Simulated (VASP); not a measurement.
# SrCl2 (Fm-3m) in VASP: further runs

The runs below take SrCl2 through single point, with PBE.

Everything below comes from runs of VASP 6.6.1. Logs are shortened: lines on timing, memory, paths and dates and some standing lists are left out, and cuts for length are marked.

### Step 1. The cell of the first run

Symmetry: Fm-3m, No. 225, cubic system. Conventional cell: a = 6.834 Å, b = 6.834 Å, c = 6.834 Å, α = 90.00°, β = 90.00°, γ = 90.00°. Within 3.9 Å of Sr (site symmetry m-3m) lie 8 Cl at 2.96 Å. Cl (site symmetry -43m) has 4 Sr at 2.96 Å and 6 Cl at 3.42 Å within 3.9 Å.

### Step 2. Single point, PBE (volume scaled by 0.94)

INCAR reads:

```
PREC = Accurate
ENCUT = 520
EDIFF = 1E-6
ISMEAR = -1
SIGMA = 0.05
LREAL = False
LASPH = True
NELM = 100
ALGO = Normal
ISIF = 2
LWAVE = False
LCHARG = True
GGA = PE
LELF = True
LVHAR = True
NBANDS = 19
```

KPOINTS reads:

```
regular mesh
0
Gamma
  7 7 7
```

POSCAR reads:

```
SrCl2
1.0
    0.0000000000      3.4171392023      3.4171392023
    3.4171392023      0.0000000000      3.4171392023
    3.4171392023      3.4171392023      0.0000000000
Sr Cl
1 2
Direct
    0.0000000000      0.0000000000      0.0000000000
    0.7500000000      0.7500000000      0.7500000000
    0.2500000000      0.2500000000      0.2500000000
```

Potentials or basis: VASP PAW PBE potentials, release 64 (Sr_sv, Cl).

On the command line:

```bash
$ cat potpaw_PBE.64/Sr_sv/POTCAR potpaw_PBE.64/Cl/POTCAR > POTCAR
$ mpirun -np 1 vasp_std > vasp.out
```

OUTCAR:

```text
PREC = Accurate
   ENCUT = 520
   EDIFF = 1E-6
   ISMEAR = -1
   LREAL = False
   LASPH = True
   NELM = 100
   ISIF = 2
   GGA = PE

 ion  position               nearest neighbor table
   1  0.000  0.000  0.000-   2 2.96   2 2.96   2 2.96   2 2.96   3 2.96   3 2.96   3 2.96   3 2.96

   2  0.750  0.750  0.750-   1 2.96   1 2.96   1 2.96   1 2.96
   3  0.250  0.250  0.250-   1 2.96   1 2.96   1 2.96   1 2.96

  LATTYP: Found a face centered cubic cell.
 ALAT       =     6.8342784046

  Lattice vectors:

 A1 = (   0.0000000000,   3.4171392023,   3.4171392023)
 A2 = (   3.4171392023,   0.0000000000,   3.4171392023)
 A3 = (   3.4171392023,   3.4171392023,   0.0000000000)

Analysis of symmetry for initial positions (statically):
=====================================================================
 Subroutine PRICEL returns:
 Original cell was already a primitive cell.

 Routine SETGRP: Setting up the symmetry group for a
 face centered cubic supercell.

 Subroutine GETGRP returns: Found 48 space group operations
 (whereof 48 operations were pure point group operations)
 out of a pool of 48 trial point group operations.

The static configuration has the point symmetry O_h .

Analysis of symmetry for dynamics (positions and initial velocities):
=====================================================================
 Subroutine PRICEL returns:
 Original cell was already a primitive cell.

 Routine SETGRP: Setting up the symmetry group for a
 face centered cubic supercell.

 Subroutine GETGRP returns: Found 48 space group operations
 (whereof 48 operations were pure point group operations)
 out of a pool of 48 trial point group operations.

The dynamic configuration has the point symmetry O_h .

 Subroutine INISYM returns: Found 48 space group operations
 (whereof 48 operations are pure point group operations),
 and found     1 'primitive' translations

----------------------------------------------------------------------------------------

                                     Primitive cell

  volume of cell :      79.8028

  direct lattice vectors                    reciprocal lattice vectors
[... 76 lines left out ...]
   ISTART =      0    job   : 0-new  1-cont  2-samecut
   ICHARG =      2    charge: 1-file 2-atom 10-const
   ISPIN  =      1    spin polarized calculation?
   LNONCOLLINEAR =      F non collinear calculations
   LSORBIT =      F    spin-orbit coupling
   LASPH  =      T    aspherical Exc in radial PAW
   ENCUT  =  520.0 eV  38.22 Ry    6.18 a.u.   8.99  8.99  8.99*2*pi/ulx,y,z
   NELM   =    100;   NELMIN=  2; NELMDL= -5     # of ELM steps
   EDIFF  = 0.1E-05   stopping-criterion for ELM
   LREAL  =      F    real-space projection
   EDIFFG = 0.1E-04   stopping-criterion for IOM
   NSW    =      0    number of steps for IOM
   IBRION =     -1    ionic relax: 0-MD 1-quasi-New 2-CG
   NFREE  =      0    steps in history (QN), initial steepest desc. (CG)
   ISIF   =      2    stress and relaxation
   ISYM   =      2    0-nonsym 1-usesym 2-fastsym
   POTIM  = 0.5000    time-step for ionic-motion
   TEBEG  =    0.0;   TEEND  =   0.0 temperature during run
   PSTRESS=    0.0 pullay stress
   NELECT =      24.0000    total number of electrons
   NUPDOWN=      -1.0000    fix difference up-down
   EMIN   =  10.00;   EMAX   =-10.00  energy-range for DOS
   EFERMI =   0.00;   METHOD = LEGACY
   ISMEAR =    -1;   SIGMA  =   0.05  broadening in eV -4-tet -1-fermi 0-gaus
   EFERMI_NEDOS =   21; number of points for ismear=-14 and -15
   IALGO  =     38    algorithm
   IMIX   =      4    mixing-type and parameters
     AMIX     =   0.40;   BMIX     =  1.00
     AMIX_MAG =   1.60;   BMIX_MAG =  1.00
  volume/ion in A,a.u.               =      26.60       179.51
  Fermi-wavevector in a.u.,A,eV,Ry     =   1.096830  2.072708 16.368293  1.203036
  Thomas-Fermi vector in A             =   2.233179
   LORBIT       =      0    0 simple, 1 ext, 2 COOP (PROOUT), +10 PAW based schemes
   GGA     = PE    functional components
   LHFCALC =     F    Hartree Fock is set to
   AEXX    =    0.0000 exact exchange contribution
   IVDW    =     0    specifies the selected vdW correction
   LEPSILON=     F    determine dielectric tensor
   LRPA    =     F    only Hartree local field effects (RPA)
 non-spin polarized calculation
  energy-cutoff  :      520.00
  volume of cell :       79.80
 maximum number of plane-waves:      2168
   NGX = 17   NGY = 17   NGZ = 17

 number of electron      23.9999998 magnetization

 Free energy of the ion-electron system (eV)
  ---------------------------------------------------
  ext. energy  EPLUGINS =         0.00000000
  ---------------------------------------------------
  free energy    TOTEN  =       -12.70538021 eV

  energy without entropy =      -12.70538021  energy(sigma->0) =      -12.70538021

 E-fermi :   1.6589     XC(G=0):  -8.5529

 val. band max:        0.5360525454   @ k =  -0.4286   0.4286   0.0000
 cond. band min:       6.1116710956   @ k =   0.4286   0.4286   0.0000
 fundamental gap:      5.5756185502
 Fermi energy:         1.6589435596

 k-point     1 :       0.0000    0.0000    0.0000
  band No.  band energies     occupation
      1     -32.1162      2.00000
      2     -14.1369      2.00000
      3     -14.1369      2.00000
      4     -14.1369      2.00000
      5     -12.9317      2.00000
      6     -11.9480      2.00000
[... 417 lines left out ...]
      6     -12.0673      2.00000
[... 11 lines left out ...]
     18      10.3328      0.00000
     19      11.2586      0.00000

------------------------ aborting loop because EDIFF is reached ----------------------------------------

  FORCE on cell =-STRESS in cart. coord.  units (eV):
  Direction    XX          YY          ZZ          XY          YZ          ZX
  --------------------------------------------------------------------------------------
  -------------------------------------------------------------------------------------
  Total        1.8929739      1.8929739      1.8929739      0.0000000      0.0000000      0.0000000
  in kB       38.0046907     38.0046907     38.0046907      0.0000000      0.0000000      0.0000000
  external PRESSURE =      38.0046907 kB  Pullay stress =       0.0000000 kB

 VOLUME and BASIS-vectors are now :
 -----------------------------------------------------------------------------
  energy-cutoff  :      520.00
  volume of cell :       79.80
      direct lattice vectors                 reciprocal lattice vectors
     0.000000000  3.417139202  3.417139202    -0.146321227  0.146321227  0.146321227
     3.417139202  0.000000000  3.417139202     0.146321227 -0.146321227  0.146321227
     3.417139202  3.417139202  0.000000000     0.146321227  0.146321227 -0.146321227

 POSITION                                       TOTAL-FORCE (eV/Angst)
 -----------------------------------------------------------------------------------
      0.00000      0.00000      0.00000         0.000000      0.000000      0.000000
      5.12571      5.12571      5.12571        -0.000000     -0.000000      0.000000
      1.70857      1.70857      1.70857        -0.000000      0.000000     -0.000000
 -----------------------------------------------------------------------------------
    total drift:                                0.000000      0.000000      0.000000

  FREE ENERGIE OF THE ION-ELECTRON SYSTEM (eV)
  ---------------------------------------------------
  free  energy   TOTEN  =       -12.7053802073 eV

  energy  without entropy=      -12.7053802073  energy(sigma->0) =      -12.70538021
```

stdout:

```text
POSCAR found type information on POSCAR SrCl
 POSCAR found :  2 types and       3 ions
 scaLAPACK will be used
 LDA part: xc-table for (Slater+PW92), standard interpolation
 POSCAR, INCAR and KPOINTS ok, starting setup
 FFT: planning ... GRIDC
 FFT: planning ... GRID_SOFT
 FFT: planning ... GRID
 WAVECAR not read
 entering main loop
```

Wall time 13 s (1 thread of Intel Xeon 6975P-C (Granite Rapids), shared host); peak memory 0.2 GiB.

What came out:

```
Free energy            : -12.7054 eV
Pressure               : 3.8 GPa
Band gap on the k mesh : 5.58 eV, indirect (least direct gap 5.69 eV)
```

### Step 3. Single point, PBE (volume scaled by 0.96)

INCAR reads:

```
ALGO = Normal
EDIFF = 1E-6
ENCUT = 520
GGA = PE
ISIF = 2
ISMEAR = -1
LASPH = T
LCHARG = F
LREAL = F
LWAVE = F
NBANDS = 19
NELM = 60
PREC = Accurate
SIGMA = 0.05
```

KPOINTS reads:

```
k-points
0
Gamma
  7 7 7
```

POSCAR reads:

```
SrCl2
1.0
    0.0000000000      3.4412043558      3.4412043558
    3.4412043558      0.0000000000      3.4412043558
    3.4412043558      3.4412043558      0.0000000000
Sr Cl
1 2
Direct
    0.0000000000      0.0000000000      0.0000000000
    0.7500000000      0.7500000000      0.7500000000
    0.2500000000      0.2500000000      0.2500000000
```

Potentials or basis: VASP PAW PBE potentials, release 64 (Sr_sv, Cl).

On the command line:

```bash
$ cat potpaw_PBE.64/Sr_sv/POTCAR potpaw_PBE.64/Cl/POTCAR > POTCAR
$ mpirun -np 1 vasp_std > vasp.out
```

OUTCAR:

```text
EDIFF = 1E-6
   ENCUT = 520
   GGA = PE
   ISIF = 2
   ISMEAR = -1
   LASPH = T
   LREAL = F
   NELM = 60
   PREC = Accurate

 ion  position               nearest neighbor table
   1  0.000  0.000  0.000-   2 2.98   2 2.98   2 2.98   2 2.98   3 2.98   3 2.98   3 2.98   3 2.98

   2  0.750  0.750  0.750-   1 2.98   1 2.98   1 2.98   1 2.98
   3  0.250  0.250  0.250-   1 2.98   1 2.98   1 2.98   1 2.98

  LATTYP: Found a face centered cubic cell.
 ALAT       =     6.8824087116

  Lattice vectors:

 A1 = (   0.0000000000,   3.4412043558,   3.4412043558)
 A2 = (   3.4412043558,   0.0000000000,   3.4412043558)
 A3 = (   3.4412043558,   3.4412043558,   0.0000000000)

Analysis of symmetry for initial positions (statically):
=====================================================================
 Subroutine PRICEL returns:
 Original cell was already a primitive cell.

 Routine SETGRP: Setting up the symmetry group for a
 face centered cubic supercell.
[... 158 lines left out ...]
  ---------------------------------------------------
  free energy    TOTEN  =       -12.74087621 eV

  energy without entropy =      -12.74087621  energy(sigma->0) =      -12.74087621

 E-fermi :   1.4316     XC(G=0):  -8.4603

 val. band max:        0.3900754522   @ k =  -0.4286   0.4286   0.0000
 cond. band min:       5.9255089486   @ k =   0.0000   0.0000   0.0000
 fundamental gap:      5.5354334965
 Fermi energy:         1.4316308434

 k-point     1 :       0.0000    0.0000    0.0000
  band No.  band energies     occupation
      1     -32.3282      2.00000
      2     -14.3387      2.00000
      3     -14.3387      2.00000
      4     -14.3387      2.00000
      5     -13.0085      2.00000
      6     -12.0719      2.00000
[... 417 lines left out ...]
      6     -12.2107      2.00000
[... 11 lines left out ...]
     18      10.0477      0.00000
     19      11.0262      0.00000

------------------------ aborting loop because EDIFF is reached ----------------------------------------

  FORCE on cell =-STRESS in cart. coord.  units (eV):
  Direction    XX          YY          ZZ          XY          YZ          ZX
  --------------------------------------------------------------------------------------
  -------------------------------------------------------------------------------------
  Total        1.4193887      1.4193887      1.4193887      0.0000000     -0.0000000      0.0000000
  in kB       27.9029771     27.9029771     27.9029771      0.0000000     -0.0000000      0.0000000
  external PRESSURE =      27.9029771 kB  Pullay stress =       0.0000000 kB

 VOLUME and BASIS-vectors are now :
 -----------------------------------------------------------------------------
  energy-cutoff  :      520.00
  volume of cell :       81.50
      direct lattice vectors                 reciprocal lattice vectors
     0.000000000  3.441204356  3.441204356    -0.145297968  0.145297968  0.145297968
     3.441204356  0.000000000  3.441204356     0.145297968 -0.145297968  0.145297968
     3.441204356  3.441204356  0.000000000     0.145297968  0.145297968 -0.145297968

 POSITION                                       TOTAL-FORCE (eV/Angst)
 -----------------------------------------------------------------------------------
      0.00000      0.00000      0.00000        -0.000000      0.000000     -0.000000
      5.16181      5.16181      5.16181        -0.000000     -0.000000     -0.000000
      1.72060      1.72060      1.72060         0.000000      0.000000      0.000000
 -----------------------------------------------------------------------------------
    total drift:                                0.000000      0.000000      0.000000

  FREE ENERGIE OF THE ION-ELECTRON SYSTEM (eV)
  ---------------------------------------------------
  free  energy   TOTEN  =       -12.7408762121 eV

  energy  without entropy=      -12.7408762120  energy(sigma->0) =      -12.74087621
```

OSZICAR:

```text
N       E                     dE             d eps       ncg     rms          rms(c)
DAV:   1     0.139324186117E+03    0.13932E+03   -0.11377E+04   760   0.114E+03
DAV:   2    -0.422377383630E+01   -0.14355E+03   -0.13903E+03   984   0.224E+02
DAV:   3    -0.127299276817E+02   -0.85062E+01   -0.84752E+01  1031   0.539E+01
DAV:   4    -0.130025630734E+02   -0.27264E+00   -0.27223E+00  1258   0.781E+00
DAV:   5    -0.130051934163E+02   -0.26303E-02   -0.26302E-02  1045   0.742E-01    0.142E+01
DAV:   6    -0.127243427348E+02    0.28085E+00   -0.55574E-01   872   0.422E+00    0.906E+00
DAV:   7    -0.127347541047E+02   -0.10411E-01   -0.37397E-01  1022   0.368E+00    0.204E+00
DAV:   8    -0.127384420469E+02   -0.36879E-02   -0.56941E-02   880   0.131E+00    0.435E-01
DAV:   9    -0.127394016306E+02   -0.95958E-03   -0.19183E-03   967   0.272E-01    0.159E-01
DAV:  10    -0.127407396398E+02   -0.13380E-02   -0.92687E-04   807   0.179E-01    0.421E-02
DAV:  11    -0.127408531144E+02   -0.11347E-03   -0.78386E-05   965   0.501E-02    0.427E-02
DAV:  12    -0.127408758845E+02   -0.22770E-04   -0.28273E-05   831   0.271E-02    0.902E-03
DAV:  13    -0.127408762121E+02   -0.32760E-06   -0.69778E-07   905   0.529E-03
   1 F= -.12740876E+02 E0= -.12740876E+02  d E =-.981544E-10
```

Wall time 14 s (1 thread of Intel Xeon 6975P-C (Granite Rapids), shared host); peak memory 0.2 GiB.

What came out:

* Free energy: -12.7409 eV
* Pressure: 2.8 GPa
* Band gap on the k mesh: 5.54 eV, indirect (least direct gap 5.70 eV)

 A k mesh can miss the band edges.
